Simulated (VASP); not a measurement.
Crystal: NaCl.

```
Na Cl
1.0
     0.00000    2.80273    2.80273
     2.80273    0.00000    2.80273
     2.80273    2.80273    0.00000
Na Cl
1 1
Direct
  0.00000 0.00000 0.00000
  0.50000 0.50000 0.50000
```

Base run:

```yaml
Program: VASP 6.6.1
Functional: HSE06
Potentials_or_basis: VASP PAW PBE potentials, release 64 (Na_pv, Cl)
Cutoff: 400 eV
k_mesh: 6 × 6 × 6
Occupations: gaussian, width 0.01 eV
Spin: no spin polarisation
```

Its results: band gap on the k mesh 6.55 eV; pressure 0.5 GPa.

The run is repeated on the same cell with these changes: functional from HSE06 to PBE; cutoff from 400 eV to 520 eV; k mesh from 6 × 6 × 6 to 4 × 4 × 4. What comes out?

Band gap on the k mesh 5.18 eV; pressure 1.3 GPa.

Several settings changed at once.

Caveats: some runs use coarse meshes; the PAW data sets were made with another functional, which shifts forces and pressure a little (at least some runs).

